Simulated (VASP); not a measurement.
Write the native input for VASP 6.6.1 that does the following.

| Property | Result |
| --- | --- |
| Task | single point |
| Functional | LDA |
| Potentials or basis | VASP PAW LDA potentials, release 64 (Pb_d, Te) |
| Cutoff | 520 eV |
| k mesh | 7 × 7 × 7 |
| Occupations | fermi-dirac, width 0.05 eV |
| Spin | no spin polarisation |
| Dipole correction | no |
| Further INCAR settings | ALGO = Normal; EDIFF = 1e-07; NBANDS = 17 |

The structure of TePb lies in POSCAR:

```
TePb
1.0
    0.0000000000      3.2310000000      3.2310000000
    3.2310000000      0.0000000000      3.2310000000
    3.2310000000      3.2310000000      0.0000000000
Pb Te
1 1
Direct
    0.0000000000      0.0000000000      0.0000000000
    0.5000000000      0.5000000000      0.5000000000
```

One way to write it, as run:

INCAR

```
PREC = Accurate
ENCUT = 520
EDIFF = 1E-7
ISMEAR = -1
SIGMA = 0.05
LREAL = F
LASPH = T
NELM = 100
ALGO = Normal
ISIF = 2
LWAVE = F
LCHARG = T
GGA = CA
LELF = T
LVHAR = T
NBANDS = 17
```

KPOINTS

```
Automatic mesh
0
Gamma
  7 7 7
```

Potentials or basis: VASP PAW LDA potentials, release 64 (Pb_d, Te).

Command:

```sh
$ cat potpaw_LDA.64/Pb_d/POTCAR potpaw_LDA.64/Te/POTCAR > POTCAR
$ mpirun -np 1 vasp_std > vasp.out
```

Results of the run:

```json
{
 "Pressure": "-1.7 GPa"
}
```

Wall time 36 s on 1 thread of Intel Xeon 6975P-C, with other jobs on the host, peak memory 0.18 GiB.
